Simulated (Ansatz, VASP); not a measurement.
# One calculation of Cu, two programs

The input INCAR:

```
PREC = Accurate
ENCUT = 520
EDIFF = 1E-6
ISMEAR = 0
SIGMA = 0.15
LREAL = F
LASPH = T
NELM = 60
ALGO = Fast
ISIF = 2
LWAVE = F
LCHARG = T
GGA = PE
LELF = T
LVHAR = T
NBANDS = 18
```

File KPOINTS:

```
regular mesh
0
Gamma
  21 21 10
```

The input POSCAR:

```
Cu
1.0
    2.5672412656      0.0000000000      0.0000000000
   -1.2836206328      2.2232961536      0.0000000000
    0.0000000000      0.0000000000      4.1920560930
Cu
2
Direct
    0.3162415932      0.6324831865      0.2149336753
    0.6837584068      0.3675168135      0.7850663247
```

Input for Ansatz:

```yaml
crystal:
  lattice:
    - [2.5672412656, 0.0, 0.0]
    - [-1.2836206328, 2.2232961536, 0.0]
    - [0.0, 0.0, 4.192056093]
  atoms:
    - { symbol: Cu, position: [0.3162415932, 0.6324831865, 0.2149336753] }
    - { symbol: Cu, position: [0.6837584068, 0.3675168135, 0.7850663247] }
basis:
  ecutwfc: 520.0
kpoints:
  mp_grid: { grid: [21, 21, 10] }
hamiltonian:
  xc: pbe
  pseudopotentials: { kind: paw, azcp: { folder: soft_1 } }
scf:
  occupations: { method: gaussian, width: 0.15 }
output:
  forces: true
  stress: true
  eigenvalues: true
```

Change from the starting cell: mode 5 frozen in at -0.076 Å and mode 6 at -0.147 Å (largest displacements).

Alike in both runs: task single point; functional PBE; k mesh 21 × 21 × 10; occupations gaussian, width 0.15 eV; no spin polarisation.

|  | VASP | Ansatz |
| --- | --- | --- |
| version | VASP 6.6.1 | Ansatz 0.2.0 |
| potentials or method | VASP PAW PBE potentials, release 64 (Cu), cutoff 520 eV | scalar-relativistic, plane waves, PAW |
| valence electrons in the cell | 22 | 38 |

```tsv
	VASP	Ansatz	Ansatz less VASP
gap on the k mesh at the Fermi level (eV)	none	none	-
pressure (GPa)	9.1	8.8	-0.36
traceless stress, the component that is largest in VASP (GPa)	5.98	6.06	+0.080
rms of the force components (eV/Å)	1.412	1.404	-0.0081
```

Atom by atom the forces differ by 0.008 eV/Å (rms over components). A gap of «none» marks a metal or a gap that the smearing closes. The functional is the same, so the differences come from potentials, cutoffs and numerics. VASP's potentials hold 22 valence electrons a cell and Ansatz's 38, so a difference there can come from the potentials and not from the codes.
